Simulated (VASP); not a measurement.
# Sc (P6/mmm) in VASP: single point with PBE

Aim: the single point of Sc with PBE.

Program: VASP 6.6.1. These are calculated values, not measurements. Logs are shortened: lines on timing, memory, paths and dates and some standing lists are left out, and cuts for length are marked.

**1. The cell of the first run**

Symmetry: P6/mmm, No. 191, hexagonal system. Conventional cell: a = 5.124 Å, b = 5.124 Å, c = 5.781 Å, α = 90.00°, β = 90.00°, γ = 120.00°. Sc (site symmetry 6mm) has 8 Sc at 2.76 to 3.26 Å within 3.6 Å. Within 3.9 Å of Sc (site symmetry -6m2) lie 9 Sc at 2.96 to 3.26 Å.

This isn't the form of Sc at room conditions, which is hcp.

**2. Single point, PBE**

The input, INCAR:

```
PREC     = Accurate       # precision mode
ENCUT    = 520            # plane-wave cutoff, eV
EDIFF    = 1E-6           # SCF threshold, eV
ISMEAR   = 0              # smearing method
SIGMA    = 0.1            # smearing width, eV
LREAL    = F              # projectors in reciprocal space
LASPH    = T              # aspherical terms in the spheres
NELM     = 100            # most SCF steps
ALGO     = Fast           # electronic algorithm
ISIF     = 2              # what is computed and relaxed
LWAVE    = F              # write WAVECAR
LCHARG   = F              # write CHGCAR
GGA      = PE             # functional
NBANDS   = 30             # bands
```

The input, KPOINTS:

```
regular mesh
0
Gamma
  12 12 8
```

The input, POSCAR:

```
Sc
1.0
    5.1244812906      0.0000000000      0.0000000000
   -2.5622406453      4.4379309789      0.0000000000
    0.0000000000      0.0000000000      5.7811989851
Sc
4
Direct
    0.0000000000      0.0000000000      0.2386416139
    0.0000000000      0.0000000000      0.7613583861
    0.3333333333      0.6666666667      0.0000000000
    0.6666666667      0.3333333333      0.0000000000
```

Potentials or basis: VASP PAW PBE potentials, release 64 (Sc_sv).

Run with:

```
cat potpaw_PBE.64/Sc_sv/POTCAR > POTCAR
mpirun -np 1 vasp_std > vasp.out
```

OUTCAR:

```text
PREC = Accurate
   ENCUT = 520
   EDIFF = 1E-6
   ISMEAR = 0
   LREAL = F
   LASPH = T
   NELM = 100
   ISIF = 2
   GGA = PE

 ion  position               nearest neighbor table
   1  0.000  0.000  0.239-   2 2.76   2 3.02   3 3.26   4 3.26   4 3.26   3 3.26   4 3.26   3 3.26

   2  0.000  0.000  0.761-   1 2.76   1 3.02   4 3.26   3 3.26   4 3.26   3 3.26   4 3.26   3 3.26

   3  0.333  0.667  0.000-   4 2.96   4 2.96   4 2.96   1 3.26   2 3.26   2 3.26   1 3.26   2 3.26
                             1 3.26
   4  0.667  0.333  0.000-   3 2.96   3 2.96   3 2.96   1 3.26   2 3.26   1 3.26   2 3.26   1 3.26
                             2 3.26

  LATTYP: Found a hexagonal cell.
 ALAT       =     5.1244812906
 C/A-ratio  =     1.1281530085

  Lattice vectors:

 A1 = (   5.1244812906,   0.0000000000,   0.0000000000)
 A2 = (  -2.5622406453,   4.4379309789,   0.0000000000)
 A3 = (   0.0000000000,   0.0000000000,   5.7811989851)

Analysis of symmetry for initial positions (statically):
=====================================================================
 Subroutine PRICEL returns:
 Original cell was already a primitive cell.

 Routine SETGRP: Setting up the symmetry group for a
 hexagonal supercell.

 Subroutine GETGRP returns: Found 24 space group operations
 (whereof 24 operations were pure point group operations)
 out of a pool of 24 trial point group operations.

The static configuration has the point symmetry D_6h.

Analysis of symmetry for dynamics (positions and initial velocities):
=====================================================================
 Subroutine PRICEL returns:
 Original cell was already a primitive cell.

 Routine SETGRP: Setting up the symmetry group for a
 hexagonal supercell.

 Subroutine GETGRP returns: Found 24 space group operations
 (whereof 24 operations were pure point group operations)
 out of a pool of 24 trial point group operations.

The dynamic configuration has the point symmetry D_6h.

 Subroutine INISYM returns: Found 24 space group operations
 (whereof 24 operations are pure point group operations),
 and found     1 'primitive' translations

----------------------------------------------------------------------------------------

                                     Primitive cell

  volume of cell :     131.4766

[... 91 lines left out ...]
   NELM   =    100;   NELMIN=  2; NELMDL= -5     # of ELM steps
   EDIFF  = 0.1E-05   stopping-criterion for ELM
   LREAL  =      F    real-space projection
   EDIFFG = 0.1E-04   stopping-criterion for IOM
   NSW    =      0    number of steps for IOM
   IBRION =     -1    ionic relax: 0-MD 1-quasi-New 2-CG
   NFREE  =      0    steps in history (QN), initial steepest desc. (CG)
   ISIF   =      2    stress and relaxation
   ISYM   =      2    0-nonsym 1-usesym 2-fastsym
   POTIM  = 0.5000    time-step for ionic-motion
   TEBEG  =    0.0;   TEEND  =   0.0 temperature during run
   PSTRESS=    0.0 pullay stress
   NELECT =      44.0000    total number of electrons
   NUPDOWN=      -1.0000    fix difference up-down
   EMIN   =  10.00;   EMAX   =-10.00  energy-range for DOS
   EFERMI =   0.00;   METHOD = LEGACY
   ISMEAR =     0;   SIGMA  =   0.10  broadening in eV -4-tet -1-fermi 0-gaus
   EFERMI_NEDOS =   21; number of points for ismear=-14 and -15
   IALGO  =     68    algorithm
   IMIX   =      4    mixing-type and parameters
     AMIX     =   0.40;   BMIX     =  1.00
     AMIX_MAG =   1.60;   BMIX_MAG =  1.00
  volume/ion in A,a.u.               =      32.87       221.81
  Fermi-wavevector in a.u.,A,eV,Ry     =   1.136605  2.147872 17.576974  1.291871
  Thomas-Fermi vector in A             =   2.273310
   LORBIT       =      0    0 simple, 1 ext, 2 COOP (PROOUT), +10 PAW based schemes
   GGA     = PE    functional components
   LHFCALC =     F    Hartree Fock is set to
   AEXX    =    0.0000 exact exchange contribution
   IVDW    =     0    specifies the selected vdW correction
   LEPSILON=     F    determine dielectric tensor
   LRPA    =     F    only Hartree local field effects (RPA)
 non-spin polarized calculation
 RMM-DIIS sequential band-by-band and
 Gauss-broadening in eV      SIGMA  =   0.10
  energy-cutoff  :      520.00
  volume of cell :      131.48
 maximum number of plane-waves:      3591
 NGX is ok and might be reduce to    40
   NGX = 19   NGY = 19   NGZ = 21

 number of electron      44.0000000 magnetization

 Free energy of the ion-electron system (eV)
  ---------------------------------------------------
  ext. energy  EPLUGINS =         0.00000000
  ---------------------------------------------------
  free energy    TOTEN  =       -21.90121223 eV

  energy without entropy =      -21.87343812  energy(sigma->0) =      -21.88732517

 E-fermi :   1.9266     XC(G=0):  -8.5010

 val. band max:        1.9181060216   @ k =   0.2500   0.2500   0.5000
 cond. band min:       1.9272241074   @ k =   0.2500   0.0000   0.5000
 fundamental gap:      0.0091180858
 Fermi energy:         1.9266246510

 k-point     1 :       0.0000    0.0000    0.0000
  band No.  band energies     occupation
      1     -47.6891      2.00000
      2     -47.5905      2.00000
      3     -47.5894      2.00000
      4     -47.5056      2.00000
      5     -26.5966      2.00000
      6     -26.3612      2.00000
[... 781 lines left out ...]
     29       3.6326      0.00000
     30       3.7640      0.00000

 [... further k-points ...]

------------------------ aborting loop because EDIFF is reached ----------------------------------------

  FORCE on cell =-STRESS in cart. coord.  units (eV):
  Direction    XX          YY          ZZ          XY          YZ          ZX
  --------------------------------------------------------------------------------------
  -------------------------------------------------------------------------------------
  Total        0.0304659      0.0304659      0.0014542      0.0000000     -0.0000000      0.0000000
  in kB        0.3712589      0.3712589      0.0177203      0.0000000     -0.0000000      0.0000000
  external PRESSURE =       0.2534127 kB  Pullay stress =       0.0000000 kB

 VOLUME and BASIS-vectors are now :
 -----------------------------------------------------------------------------
  energy-cutoff  :      520.00
  volume of cell :      131.48
      direct lattice vectors                 reciprocal lattice vectors
     5.124481291  0.000000000  0.000000000     0.195141702  0.112665114  0.000000000
    -2.562240645  4.437930979  0.000000000     0.000000000  0.225330228  0.000000000
     0.000000000  0.000000000  5.781198985     0.000000000  0.000000000  0.172974499

 POSITION                                       TOTAL-FORCE (eV/Angst)
 -----------------------------------------------------------------------------------
      0.00000      0.00000      1.37963        -0.000000     -0.000000      0.024435
      0.00000      0.00000      4.40156        -0.000000      0.000000     -0.024435
     -0.00000      2.95862      0.00000        -0.000000     -0.000000     -0.000000
      2.56224      1.47931      0.00000         0.000000      0.000000      0.000000
 -----------------------------------------------------------------------------------
    total drift:                                0.000000     -0.000000      0.000000

  FREE ENERGIE OF THE ION-ELECTRON SYSTEM (eV)
  ---------------------------------------------------
  free  energy   TOTEN  =       -21.9012122327 eV

  energy  without entropy=      -21.8734381167  energy(sigma->0) =      -21.88732517
```

OSZICAR:

```text
N       E                     dE             d eps       ncg     rms          rms(c)
DAV:   1     0.929915898174E+03    0.92992E+03   -0.19556E+04  5732   0.146E+03
DAV:   2     0.448901425910E+02   -0.88503E+03   -0.87066E+03  8140   0.700E+02
DAV:   3    -0.213669453844E+02   -0.66257E+02   -0.63435E+02  9654   0.262E+02
[... 14 lines left out ...]
RMM:  18    -0.219012044499E+02   -0.72173E-05   -0.71330E-05  6546   0.199E-02    0.137E-03
RMM:  19    -0.219012087436E+02   -0.42937E-05   -0.47751E-05  6312   0.162E-02    0.523E-04
RMM:  20    -0.219012107105E+02   -0.19669E-05   -0.19303E-05  6109   0.110E-02    0.533E-04
RMM:  21    -0.219012118184E+02   -0.11079E-05   -0.11714E-05  5796   0.849E-03    0.420E-04
RMM:  22    -0.219012122327E+02   -0.41422E-06   -0.48023E-06  5567   0.666E-03
   1 F= -.21901212E+02 E0= -.21887325E+02  d E =-.277741E-01
```

stdout:

```text
POSCAR found type information on POSCAR Sc
 POSCAR found :  1 types and       4 ions
 scaLAPACK will be used
 LDA part: xc-table for (Slater+PW92), standard interpolation
 POSCAR, INCAR and KPOINTS ok, starting setup
 FFT: planning ... GRIDC
 FFT: planning ... GRID_SOFT
 FFT: planning ... GRID
 WAVECAR not read
 entering main loop
```

Run time: 11 min. Hardware: 1 thread of Intel Xeon Platinum 8488C (Sapphire Rapids), shared host; peak memory 0.44 GiB.

Results:

- Free energy: -21.9012 eV
- Pressure: 0.0 GPa
- Largest force: 0.024 eV/Å
- Band gap on the k mesh: zero (bands 22 and 23 overlap by 0.06 eV)

Forces in eV/Å, atoms in the order of the input:
```
Sc   0.000  0.000  0.024
Sc   0.000  0.000 -0.024
Sc   0.000  0.000  0.000
Sc   0.000  0.000  0.000
```
